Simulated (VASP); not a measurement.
# TePt3 in VASP: a series of runs

The runs below take TePt3 through single point, relaxation of cell and atoms, with PBE.

All numbers are computed with VASP 6.6.1; they aren't measurements. Logs are shortened: lines on timing, memory, paths and dates and some standing lists are left out, and cuts for length are marked.

### Step 1. The cell of the first run

The structure is tetragonal, space group P4/mmm (No. 123). The conventional cell has a = 4.086 Å, b = 4.086 Å, c = 4.108 Å, α = 90.00°, β = 90.00°, γ = 90.00°. Within 3.8 Å of Te (site symmetry 4/mmm) lie 12 Pt at 2.89 to 2.90 Å. Pt (site symmetry mmm) has 8 Pt at 2.89 to 2.90 Å and 4 Te at 2.90 Å within 3.8 Å. Within 3.8 Å of Pt (site symmetry 4/mmm) lie 4 Te at 2.89 Å and 8 Pt at 2.90 Å.

### Step 2. Single point, PBE

Contents of INCAR:

```
SYSTEM = TePt3
PREC = Accurate ; ENCUT = 520
EDIFF = 1E-6 ; ISMEAR = 0
SIGMA = 0.1 ; LREAL = .False.
LASPH = .True. ; NELM = 100
ALGO = Fast ; ISIF = 2
LWAVE = .False. ; LCHARG = .False.
GGA = PE ; NBANDS = 26
```

Contents of KPOINTS:

```
Automatic mesh
0
Gamma
  4 4 4
  0 0 0
```

Contents of POSCAR:

```
TePt3
1.0
    4.0858238600      0.0000000000      0.0000000000
    0.0000000000      4.0858238600      0.0000000000
    0.0000000000      0.0000000000      4.1076889700
Te Pt
1 3
Direct
    0.0000000000      0.0000000000      0.0000000000
    0.0000000000      0.5000000000      0.5000000000
    0.5000000000      0.0000000000      0.5000000000
    0.5000000000      0.5000000000      0.0000000000
```

Potentials or basis: VASP PAW PBE potentials, release 64 (Te, Pt).

Launch:

```sh
$ cat potpaw_PBE.64/Te/POTCAR potpaw_PBE.64/Pt/POTCAR > POTCAR
$ mpirun -np 1 vasp_std > vasp.out
```

OUTCAR:

```text
SYSTEM = TePt3
   PREC = Accurate
   ENCUT = 520
   EDIFF = 1E-6
   ISMEAR = 0
   LREAL = .False.
   LASPH = .True.
   NELM = 100
   ISIF = 2
   GGA = PE

 ion  position               nearest neighbor table
   1  0.000  0.000  0.000-   4 2.89   4 2.89   4 2.89   4 2.89   3 2.90   2 2.90   3 2.90   2 2.90
                             3 2.90   2 2.90   3 2.90   2 2.90
   2  0.000  0.500  0.500-   3 2.89   3 2.89   3 2.89   3 2.89   4 2.90   1 2.90   1 2.90   1 2.90
                             4 2.90   4 2.90   4 2.90   1 2.90
   3  0.500  0.000  0.500-   2 2.89   2 2.89   2 2.89   2 2.89   4 2.90   1 2.90   4 2.90   4 2.90
                             1 2.90   4 2.90   1 2.90   1 2.90
   4  0.500  0.500  0.000-   1 2.89   1 2.89   1 2.89   1 2.89   3 2.90   2 2.90   3 2.90   3 2.90
                             3 2.90   2 2.90   2 2.90   2 2.90

  LATTYP: Found a simple tetragonal cell.
 ALAT       =     4.0858238600
 C/A-ratio  =     1.0053514568

  Lattice vectors:

 A1 = (   4.0858238600,   0.0000000000,   0.0000000000)
 A2 = (   0.0000000000,   4.0858238600,   0.0000000000)
 A3 = (   0.0000000000,   0.0000000000,   4.1076889700)

Analysis of symmetry for initial positions (statically):
=====================================================================
 Subroutine PRICEL returns:
 Original cell was already a primitive cell.

 Routine SETGRP: Setting up the symmetry group for a
 simple tetragonal supercell.

 Subroutine GETGRP returns: Found 16 space group operations
 (whereof 16 operations were pure point group operations)
 out of a pool of 16 trial point group operations.

The static configuration has the point symmetry D_4h.

Analysis of symmetry for dynamics (positions and initial velocities):
=====================================================================
 Subroutine PRICEL returns:
 Original cell was already a primitive cell.

 Routine SETGRP: Setting up the symmetry group for a
 simple tetragonal supercell.

 Subroutine GETGRP returns: Found 16 space group operations
 (whereof 16 operations were pure point group operations)
 out of a pool of 16 trial point group operations.

The dynamic configuration has the point symmetry D_4h.

 Subroutine INISYM returns: Found 16 space group operations
 (whereof 16 operations are pure point group operations),
 and found     1 'primitive' translations

----------------------------------------------------------------------------------------

                                     Primitive cell

  volume of cell :      68.5736

  direct lattice vectors                    reciprocal lattice vectors
     4.085823860  0.000000000  0.000000000     0.244748681  0.000000000  0.000000000
     0.000000000  4.085823860  0.000000000     0.000000000  0.244748681  0.000000000
     0.000000000  0.000000000  4.107688970     0.000000000  0.000000000  0.243445891

  length of vectors
     4.085823860  4.085823860  4.107688970     0.244748681  0.244748681  0.243445891

  position of ions in fractional coordinates (direct lattice)
     0.000000000  0.000000000  0.000000000
     0.000000000  0.500000000  0.500000000
     0.500000000  0.000000000  0.500000000
     0.500000000  0.500000000  0.000000000

  ion indices of the primitive-cell ions
   primitive index   ion index
                 1           1
                 2           2
                 3           3
                 4           4

----------------------------------------------------------------------------------------

 KPOINTS: Automatic mesh

Automatic generation of k-mesh.
 Grid dimensions read from file:
 generate k-points for:    4    4    4

 Generating k-lattice:

  Cartesian coordinates                     Fractional coordinates (reciprocal lattice)
     0.061187170  0.000000000  0.000000000     0.250000000  0.000000000  0.000000000
     0.000000000  0.061187170  0.000000000     0.000000000  0.250000000  0.000000000
     0.000000000  0.000000000  0.060861473     0.000000000  0.000000000  0.250000000

  Length of vectors
     0.061187170  0.061187170  0.060861473

  Shift w.r.t. Gamma in fractional coordinates (k-lattice)
     0.000000000  0.000000000  0.000000000

 Subroutine IBZKPT returns following result:
 ===========================================

 Found     18 irreducible k-points:

 Following reciprocal coordinates:
            Coordinates               Weight
  0.000000  0.000000  0.000000      1.000000
  0.250000  0.000000  0.000000      4.000000
  0.500000  0.000000  0.000000      2.000000
  0.250000  0.250000  0.000000      4.000000
  0.500000  0.250000  0.000000      4.000000
  0.500000  0.500000  0.000000      1.000000
[... 10 lines left out ...]
  0.500000  0.250000  0.500000      4.000000
  0.500000  0.500000  0.500000      1.000000
   k-points           NKPTS =     18   k-points in BZ     NKDIM =     18   number of bands    NBANDS=     26
   number of dos      NEDOS =    301   number of ions     NIONS =      4
   total plane-waves  NPLWV =  28800
   dimension x,y,z NGX =    30 NGY =   30 NGZ =   32
   dimension x,y,z NGXF=    60 NGYF=   60 NGZF=   64
   ions per type =               1   3
   NGX,Y,Z   is equivalent  to a cutoff of  12.21, 12.21, 12.95 a.u.
   NGXF,Y,Z  is equivalent  to a cutoff of  24.41, 24.41, 25.90 a.u.
 SYSTEM =  TePt3
   PREC   = accura    normal or accurate (medium, high low for compatibility)
   ISTART =      0    job   : 0-new  1-cont  2-samecut
   ICHARG =      2    charge: 1-file 2-atom 10-const
   ISPIN  =      1    spin polarized calculation?
   LNONCOLLINEAR =      F non collinear calculations
   LSORBIT =      F    spin-orbit coupling
   LASPH  =      T    aspherical Exc in radial PAW
   ENCUT  =  520.0 eV  38.22 Ry    6.18 a.u.   7.60  7.60  7.64*2*pi/ulx,y,z
   NELM   =    100;   NELMIN=  2; NELMDL= -5     # of ELM steps
   EDIFF  = 0.1E-05   stopping-criterion for ELM
   LREAL  =      F    real-space projection
   EDIFFG = 0.1E-04   stopping-criterion for IOM
   NSW    =      0    number of steps for IOM
   IBRION =     -1    ionic relax: 0-MD 1-quasi-New 2-CG
   NFREE  =      0    steps in history (QN), initial steepest desc. (CG)
   ISIF   =      2    stress and relaxation
   ISYM   =      2    0-nonsym 1-usesym 2-fastsym
   POTIM  = 0.5000    time-step for ionic-motion
   TEBEG  =    0.0;   TEEND  =   0.0 temperature during run
   PSTRESS=    0.0 pullay stress
   NELECT =      36.0000    total number of electrons
   NUPDOWN=      -1.0000    fix difference up-down
   EMIN   =  10.00;   EMAX   =-10.00  energy-range for DOS
   EFERMI =   0.00;   METHOD = LEGACY
   ISMEAR =     0;   SIGMA  =   0.10  broadening in eV -4-tet -1-fermi 0-gaus
   EFERMI_NEDOS =   21; number of points for ismear=-14 and -15
   IALGO  =     68    algorithm
   IMIX   =      4    mixing-type and parameters
     AMIX     =   0.40;   BMIX     =  1.00
     AMIX_MAG =   1.60;   BMIX_MAG =  1.00
  volume/ion in A,a.u.               =      17.14       115.69
  Fermi-wavevector in a.u.,A,eV,Ry     =   1.320657  2.495680 23.730398  1.744135
  Thomas-Fermi vector in A             =   2.450467
   LORBIT       =      0    0 simple, 1 ext, 2 COOP (PROOUT), +10 PAW based schemes
   GGA     = PE    functional components
   LHFCALC =     F    Hartree Fock is set to
   AEXX    =    0.0000 exact exchange contribution
   IVDW    =     0    specifies the selected vdW correction
   LEPSILON=     F    determine dielectric tensor
   LRPA    =     F    only Hartree local field effects (RPA)
 non-spin polarized calculation
 RMM-DIIS sequential band-by-band and
 Gauss-broadening in eV      SIGMA  =   0.10
  energy-cutoff  :      520.00
  volume of cell :       68.57
 maximum number of plane-waves:      1859
   NGX = 15   NGY = 15   NGZ = 15

 number of electron      35.9999987 magnetization

 Free energy of the ion-electron system (eV)
  ---------------------------------------------------
  ext. energy  EPLUGINS =         0.00000000
  ---------------------------------------------------
  free energy    TOTEN  =       -20.74253627 eV

  energy without entropy =      -20.70398387  energy(sigma->0) =      -20.72326007

 E-fermi :  11.1845     XC(G=0): -12.6583

 val. band max:       11.1564610209   @ k =   0.2500   0.2500   0.2500
 cond. band min:      11.2129101455   @ k =   0.0000   0.0000   0.2500
 fundamental gap:      0.0564491246
 Fermi energy:        11.1844511282

 k-point     1 :       0.0000    0.0000    0.0000
  band No.  band energies     occupation
      1      -2.9862      2.00000
      2       4.3893      2.00000
      3       5.6584      2.00000
      4       5.6736      2.00000
      5       5.9408      2.00000
      6       5.9442      2.00000
[... 18 lines left out ...]
     25      17.3007      0.00000
     26      20.5866      0.00000

 k-point     2 :       0.2500    0.0000    0.0000
  band No.  band energies     occupation
      1      -2.5538      2.00000
      2       3.8439      2.00000
      3       5.1721      2.00000
      4       5.6583      2.00000
      5       5.6749      2.00000
      6       6.1343      2.00000
[... 18 lines left out ...]
     25      18.4846      0.00000
     26      19.9473      0.00000

 k-point     3 :       0.5000    0.0000    0.0000
  band No.  band energies     occupation
      1      -1.9631      2.00000
      2       2.4482      2.00000
      3       5.3492      2.00000
      4       5.3691      2.00000
      5       5.8594      2.00000
      6       6.3881      2.00000
[... 18 lines left out ...]
     25      17.2218      0.00000
     26      22.3228      0.00000

 k-point     4 :       0.2500    0.2500    0.0000
  band No.  band energies     occupation
      1      -2.1958      2.00000
      2       3.8376      2.00000
      3       4.5420      2.00000
      4       5.3296      2.00000
      5       5.7274      2.00000
      6       6.2951      2.00000
[... 18 lines left out ...]
     25      18.7410      0.00000
     26      19.1005      0.00000

 k-point     5 :       0.5000    0.2500    0.0000
  band No.  band energies     occupation
      1      -1.7381      2.00000
      2       2.9785      2.00000
      3       4.4864      2.00000
      4       5.0951      2.00000
      5       6.2739      2.00000
      6       6.6285      2.00000
[... 18 lines left out ...]
     25      19.8335      0.00000
     26      20.8775      0.00000

 k-point     6 :       0.5000    0.5000    0.0000
  band No.  band energies     occupation
      1      -1.4742      2.00000
      2       3.7049      2.00000
      3       3.7049      2.00000
      4       4.8728      2.00000
      5       6.8292      2.00000
      6       6.8576      2.00000
[... 253 lines left out ...]
 k-point    15 :       0.5000    0.0000    0.5000
  band No.  band energies     occupation
      1      -1.4814      2.00000
      2       3.6807      2.00000
      3       3.6985      2.00000
      4       4.8917      2.00000
      5       6.8096      2.00000
      6       6.8677      2.00000
[... 18 lines left out ...]
     25      17.9736      0.00000
     26      20.0238      0.00000

 k-point    16 :       0.2500    0.2500    0.5000
  band No.  band energies     occupation
      1      -1.6587      2.00000
      2       3.4742      2.00000
      3       4.1707      2.00000
      4       5.5976      2.00000
      5       6.2756      2.00000
      6       6.4567      2.00000
[... 18 lines left out ...]
     25      18.5865      0.00000
     26      20.3130      0.00000

 k-point    17 :       0.5000    0.2500    0.5000
  band No.  band energies     occupation
      1      -1.5624      2.00000
      2       4.2313      2.00000
      3       4.2436      2.00000
      4       5.3486      2.00000
      5       5.6389      2.00000
      6       6.5601      2.00000
[... 18 lines left out ...]
     25      20.6575      0.00000
     26      20.7433      0.00000

 k-point    18 :       0.5000    0.5000    0.5000
  band No.  band energies     occupation
      1      -1.6394      2.00000
      2       5.1875      2.00000
      3       5.1875      2.00000
      4       5.1891      2.00000
      5       5.9725      2.00000
      6       5.9725      2.00000
[... 18 lines left out ...]
     25      21.0534      0.00000
     26      21.0534      0.00000

------------------------ aborting loop because EDIFF is reached ----------------------------------------

  FORCE on cell =-STRESS in cart. coord.  units (eV):
  Direction    XX          YY          ZZ          XY          YZ          ZX
  --------------------------------------------------------------------------------------
  -------------------------------------------------------------------------------------
  Total        2.1235208      2.1235208      2.1641381      0.0000000     -0.0000000      0.0000000
  in kB       49.6146891     49.6146891     50.5636843      0.0000000     -0.0000000      0.0000000
  external PRESSURE =      49.9310209 kB  Pullay stress =       0.0000000 kB

 VOLUME and BASIS-vectors are now :
 -----------------------------------------------------------------------------
  energy-cutoff  :      520.00
  volume of cell :       68.57
      direct lattice vectors                 reciprocal lattice vectors
     4.085823860  0.000000000  0.000000000     0.244748681  0.000000000  0.000000000
     0.000000000  4.085823860  0.000000000     0.000000000  0.244748681  0.000000000
     0.000000000  0.000000000  4.107688970     0.000000000  0.000000000  0.243445891

 POSITION                                       TOTAL-FORCE (eV/Angst)
 -----------------------------------------------------------------------------------
      0.00000      0.00000      0.00000         0.000000      0.000000      0.000000
      0.00000      2.04291      2.05384         0.000000      0.000000      0.000000
      2.04291      0.00000      2.05384         0.000000      0.000000      0.000000
      2.04291      2.04291      0.00000         0.000000      0.000000      0.000000
 -----------------------------------------------------------------------------------
    total drift:                                0.000000      0.000000     -0.000000

  FREE ENERGIE OF THE ION-ELECTRON SYSTEM (eV)
  ---------------------------------------------------
  free  energy   TOTEN  =       -20.7425362718 eV

  energy  without entropy=      -20.7039838671  energy(sigma->0) =      -20.72326007
```

Run time: 21 s. Hardware: 1 thread of Intel Xeon Platinum 8375C at 2.90GHz (Ice Lake), shared host; peak memory 0.18 GiB.

Results:

```yaml
Free_energy: -20.7425 eV
Pressure: 5.0 GPa
Band_gap_on_the_k_mesh: zero (band 18 reaches 11.60 eV, above the bottom of band 19 at 10.88 eV)
```

Caveat: the k points lie up to 0.38 Å⁻¹ apart; spin-orbit coupling is left out, which moves the levels of the heavy elements.

(Continued in part 2 of 2.)
